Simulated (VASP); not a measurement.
# Ni (Fm-3m) in VASP: a series of runs

Runs on Ni. Level: PBE. Tasks: single point.

Everything below comes from runs of VASP 6.6.1. Logs are shortened: lines on timing, memory, paths and dates and some standing lists are left out, and cuts for length are marked.

## Step 1: The cell of the first run

Symmetry: Fm-3m, No. 225, cubic system. The conventional cell has a = 3.582 Å, b = 3.582 Å, c = 3.582 Å, α = 90.00°, β = 90.00°, γ = 90.00°. Within 3.3 Å of Ni (site symmetry m-3m) lie 12 Ni at 2.53 Å.

## Step 2: Single point, PBE, collinear spin, ferromagnetic start (volume scaled by 1.04)

Input file INCAR:

```
PREC     = Accurate       # precision mode
ENCUT    = 520            # plane-wave cutoff, eV
EDIFF    = 1E-6           # SCF threshold, eV
ISMEAR   = -1             # smearing method
SIGMA    = 0.05           # smearing width, eV
LREAL    = False          # projectors in reciprocal space
LASPH    = True           # aspherical terms in the spheres
NELM     = 150            # most SCF steps
ALGO     = Normal         # electronic algorithm
ISIF     = 2              # what is computed and relaxed
LWAVE    = False          # write WAVECAR
LCHARG   = False          # write CHGCAR
ISPIN    = 2              # spin polarisation
MAGMOM   = 1.5            # initial moments
LORBIT   = 11             # projections on sites
LMAXMIX  = 4              # l up to which the mixer works
GGA      = PE             # functional
NBANDS   = 15             # bands
```

Input file KPOINTS:

```
regular mesh
0
Gamma
  20 20 20
```

Input file POSCAR:

```
Ni
1.0
    0.0000000000      1.7912151680      1.7912151680
    1.7912151680      0.0000000000      1.7912151680
    1.7912151680      1.7912151680      0.0000000000
Ni
1
Direct
    0.0000000000      0.0000000000      0.0000000000
```

Potentials or basis: VASP PAW PBE potentials, release 64 (Ni).

Launch:

```bash
cat potpaw_PBE.64/Ni/POTCAR > POTCAR
mpirun -np 1 vasp_std > vasp.out
```

OUTCAR:

```text
PREC = Accurate
   ENCUT = 520
   EDIFF = 1E-6
   ISMEAR = -1
   LREAL = False
   LASPH = True
   NELM = 150
   ISIF = 2
   ISPIN = 2
   LORBIT = 11
   GGA = PE

 ion  position               nearest neighbor table
   1  0.000  0.000  0.000-

  LATTYP: Found a face centered cubic cell.
 ALAT       =     3.5824303360

  Lattice vectors:

 A1 = (   0.0000000000,   1.7912151680,   1.7912151680)
 A2 = (   1.7912151680,   0.0000000000,   1.7912151680)
 A3 = (   1.7912151680,   1.7912151680,   0.0000000000)

Analysis of symmetry for initial positions (statically):
=====================================================================
 Subroutine PRICEL returns:
 Original cell was already a primitive cell.

 Routine SETGRP: Setting up the symmetry group for a
 face centered cubic supercell.

 Subroutine GETGRP returns: Found 48 space group operations
 (whereof 48 operations were pure point group operations)
 out of a pool of 48 trial point group operations.

The static configuration has the point symmetry O_h .

Analysis of symmetry for dynamics (positions and initial velocities):
=====================================================================
 Subroutine PRICEL returns:
 Original cell was already a primitive cell.

 Routine SETGRP: Setting up the symmetry group for a
 face centered cubic supercell.

 Subroutine GETGRP returns: Found 48 space group operations
 (whereof 48 operations were pure point group operations)
 out of a pool of 48 trial point group operations.

The dynamic configuration has the point symmetry O_h .

Analysis of structural, dynamic, and magnetic symmetry:
=====================================================================
 Subroutine PRICEL returns:
 Original cell was already a primitive cell.

 Routine SETGRP: Setting up the symmetry group for a
 face centered cubic supercell.

 Subroutine GETGRP returns: Found 48 space group operations
 (whereof 48 operations were pure point group operations)
 out of a pool of 48 trial point group operations.

The overall configuration has the point symmetry O_h .

 Subroutine INISYM returns: Found 48 space group operations
 (whereof 48 operations are pure point group operations),
 and found     1 'primitive' translations

----------------------------------------------------------------------------------------

                                     Primitive cell

  volume of cell :      11.4941

  direct lattice vectors                    reciprocal lattice vectors
     0.000000000  1.791215168  1.791215168    -0.279140111  0.279140111  0.279140111
     1.791215168  0.000000000  1.791215168     0.279140111 -0.279140111  0.279140111
     1.791215168  1.791215168  0.000000000     0.279140111  0.279140111 -0.279140111

  length of vectors
[... 116 lines left out ...]

 number of electron      10.0000000 magnetization       1.5000000

 number of electron       9.9999994 magnetization       0.6364900

 Free energy of the ion-electron system (eV)
  ---------------------------------------------------
  ext. energy  EPLUGINS =         0.00000000
  ---------------------------------------------------
  free energy    TOTEN  =        -5.45942991 eV

  energy without entropy =       -5.44437900  energy(sigma->0) =       -5.45190446

 E-fermi :   8.6228     XC(G=0): -12.9347

 val. band max:        8.6215679225   @ k =  -0.4500   0.5000   0.0500
 cond. band min:       8.6234219490   @ k =   0.3500   0.2500   0.0500
 fundamental gap:      0.0018540265
 Fermi energy:         8.6228449919

 spin component 1

 k-point     1 :       0.0000    0.0000    0.0000
  band No.  band energies     occupation
      1      -0.0115      1.00000
      2       6.3133      1.00000
      3       6.3133      1.00000
      4       6.3133      1.00000
      5       7.4067      1.00000
      6       7.4067      1.00000
      7      31.8784      0.00000
      8      35.3117      0.00000
      9      35.3117      0.00000
     10      35.3117      0.00000
     11      38.0904      0.00000
     12      38.0904      0.00000
     13      38.0904      0.00000
     14      41.1718      0.00000
[... 403 lines left out ...]
      4       6.5791      1.00000
      5       7.7056      1.00000
      6       8.0323      0.99999
      7      17.3360      0.00000
      8      29.6851      0.00000
      9      31.9357      0.00000
     10      33.5267      0.00000
     11      35.6168      0.00000
     12      37.3833      0.00000
     13      41.3536      0.00000
     14      47.8349      0.00000
     15      49.4887      0.00000

 [... further k-points ...]

 spin component 2

 k-point     1 :       0.0000    0.0000    0.0000
  band No.  band energies     occupation
      1      -0.0526      1.00000
      2       7.0811      1.00000
      3       7.0811      1.00000
      4       7.0811      1.00000
      5       8.0001      1.00000
      6       8.0001      1.00000
      7      31.7019      0.00000
      8      35.2961      0.00000
      9      35.2961      0.00000
     10      35.2961      0.00000
     11      38.1837      0.00000
     12      38.1837      0.00000
     13      38.1837      0.00000
     14      41.0400      0.00000
[... 403 lines left out ...]
      4       7.0950      1.00000
      5       8.4453      0.97212
      6       8.7344      0.09704
      7      17.5705      0.00000
      8      29.6617      0.00000
      9      31.9113      0.00000
     10      33.6287      0.00000
     11      35.6375      0.00000
     12      37.3966      0.00000
     13      41.4097      0.00000
     14      47.8985      0.00000
     15      49.6256      0.00000

 [... further k-points ...]
[... 5 lines left out ...]
  --------------------------------------------------------------------------------------
  -------------------------------------------------------------------------------------
  Total       -0.6637475     -0.6637475     -0.6637475     -0.0000000     -0.0000000     -0.0000000
  in kB      -92.5209763    -92.5209763    -92.5209763     -0.0000000     -0.0000000     -0.0000000
  external PRESSURE =     -92.5209763 kB  Pullay stress =       0.0000000 kB

 VOLUME and BASIS-vectors are now :
 -----------------------------------------------------------------------------
  energy-cutoff  :      520.00
  volume of cell :       11.49
      direct lattice vectors                 reciprocal lattice vectors
     0.000000000  1.791215168  1.791215168    -0.279140111  0.279140111  0.279140111
     1.791215168  0.000000000  1.791215168     0.279140111 -0.279140111  0.279140111
     1.791215168  1.791215168  0.000000000     0.279140111  0.279140111 -0.279140111

 POSITION                                       TOTAL-FORCE (eV/Angst)
 -----------------------------------------------------------------------------------
      0.00000      0.00000      0.00000        -0.000000      0.000000      0.000000
 -----------------------------------------------------------------------------------
    total drift:                                0.000000     -0.000000      0.000000

  FREE ENERGIE OF THE ION-ELECTRON SYSTEM (eV)
  ---------------------------------------------------
  free  energy   TOTEN  =        -5.4594299104 eV

  energy  without entropy=       -5.4443790046  energy(sigma->0) =       -5.45190446

 total charge

# of ion       s       p       d       tot
------------------------------------------
    1        0.475   0.451   8.292   9.218

 magnetization (x)

# of ion       s       p       d       tot
------------------------------------------
    1       -0.007  -0.025   0.685   0.654
```

OSZICAR:

```text
N       E                     dE             d eps       ncg     rms          rms(c)
DAV:   1     0.334047493427E+02    0.33405E+02   -0.42384E+03 16232   0.846E+02
DAV:   2    -0.493259954230E+01   -0.38337E+02   -0.35492E+02 17565   0.160E+02
DAV:   3    -0.642394106028E+01   -0.14913E+01   -0.14779E+01 18629   0.313E+01
DAV:   4    -0.643389198645E+01   -0.99509E-02   -0.99494E-02 18758   0.243E+00
DAV:   5    -0.643403281265E+01   -0.14083E-03   -0.14083E-03 19230   0.258E-01    0.983E+00
DAV:   6    -0.588239288176E+01    0.55164E+00   -0.14344E+01 22199   0.419E+01    0.667E+00
DAV:   7    -0.547382719652E+01    0.40857E+00   -0.29023E+00 21152   0.166E+01    0.170E+00
DAV:   8    -0.546316073815E+01    0.10666E-01   -0.20121E-02 17876   0.874E-01    0.921E-01
DAV:   9    -0.546015951883E+01    0.30012E-02   -0.21832E-03 24433   0.292E-01    0.288E-01
DAV:  10    -0.545942801046E+01    0.73151E-03   -0.11205E-03 24471   0.198E-01    0.374E-02
DAV:  11    -0.545942912715E+01   -0.11167E-05   -0.16338E-05 19041   0.293E-02    0.270E-02
DAV:  12    -0.545943039763E+01   -0.12705E-05   -0.25770E-06 18558   0.898E-03    0.810E-03
DAV:  13    -0.545942991043E+01    0.48720E-06   -0.14777E-07 11301   0.429E-03
   1 F= -.54594299E+01 E0= -.54519045E+01  d E =-.150509E-01  mag=     0.6365
```

stdout:

```text
POSCAR found type information on POSCAR Ni
 POSCAR found :  1 types and       1 ions
 scaLAPACK will be used
 LDA part: xc-table for (Slater+PW92), standard interpolation
 POSCAR, INCAR and KPOINTS ok, starting setup
 FFT: planning ... GRIDC
 FFT: planning ... GRID_SOFT
 FFT: planning ... GRID
 WAVECAR not read
 entering main loop
```

It took 58 s on 1 thread of Intel Xeon Platinum 8488C (Sapphire Rapids), shared host; peak memory 0.18 GiB.

What came out:

```
Free energy                                           : -5.4594 eV
Pressure                                              : -9.3 GPa
Net moment                                            : 0.64 μB per cell
Site moments                                          : Ni +0.65 μB
Valence electrons inside the program's atomic spheres : Ni 9.22
```

## Step 3: Single point, PBE, collinear spin, ferromagnetic start (volume scaled by 0.95)

Input file INCAR:

```
SYSTEM = Ni
PREC = Accurate
ENCUT = 520
EDIFF = 1E-6
ISMEAR = -1
SIGMA = 0.05
LREAL = .FALSE.
LASPH = .TRUE.
NELM = 150
ALGO = Normal
ISIF = 2
LWAVE = .FALSE.
LCHARG = .FALSE.
ISPIN = 2
MAGMOM = 1.5
LORBIT = 11
LMAXMIX = 4
GGA = PE
NBANDS = 15
```

Input file KPOINTS:

```
Automatic mesh
0
G
  20 20 20
  0 0 0
```

Input file POSCAR:

```
Ni
1.0
    0.0000000000      1.7379789558      1.7379789558
    1.7379789558      0.0000000000      1.7379789558
    1.7379789558      1.7379789558      0.0000000000
Ni
1
Direct
    0.0000000000      0.0000000000      0.0000000000
```

Potentials or basis: VASP PAW PBE potentials, release 64 (Ni).

Launch:

```bash
cat potpaw_PBE.64/Ni/POTCAR > POTCAR
mpirun -np 1 vasp_std > vasp.out
```

Wall time 30 s (1 thread of Intel Xeon 6975P-C (Granite Rapids), shared host); peak memory 0.17 GiB.

The run converged. Its results:

- Free energy: -5.4687 eV
- Pressure: 7.8 GPa
- Net moment: 0.62 μB per cell
- Site moments: Ni +0.63 μB
- Valence electrons inside the program's atomic spheres: Ni 9.38

Levels at points of the mesh, in eV from the Fermi level:
Spin up:
| k point | band 3 | band 4 | band 5 | band 6 | band 7 | band 8 |
| --- | --- | --- | --- | --- | --- | --- |
| (0.00, 0.00, 0.00) | -2.52 | -2.52 | -1.29 | -1.29 | 24.03 | 28.17 |
| (0.50, 0.00, 0.00) | -2.51 | -0.59 | -0.59 | -0.36 | 5.92 | 22.50 |
| (0.50, 0.50, 0.00) | -0.54 | -0.45 | -0.45 | 2.47 | 9.54 | 15.16 |
Spin down:
| k point | band 1 | band 2 | band 3 | band 4 | band 5 | band 6 | band 7 | band 8 | band 9 | band 10 |
| --- | --- | --- | --- | --- | --- | --- | --- | --- | --- | --- |
| (0.00, 0.00, 0.00) | -9.29 | -1.78 | -1.78 | -1.78 | -0.70 | -0.70 | 23.87 | 28.15 | 28.15 | 28.15 |
| (0.50, 0.00, 0.00) | -4.60 | -1.90 | -1.90 | -0.41 | 0.16 | 0.16 | 6.35 | 22.36 | 25.39 | 25.39 |
| (0.50, 0.50, 0.00) | -4.52 | -3.78 | 0.07 | 0.41 | 0.41 | 2.44 | 9.79 | 15.17 | 15.17 | 20.36 |

(Part 1 of 2 ends here.)
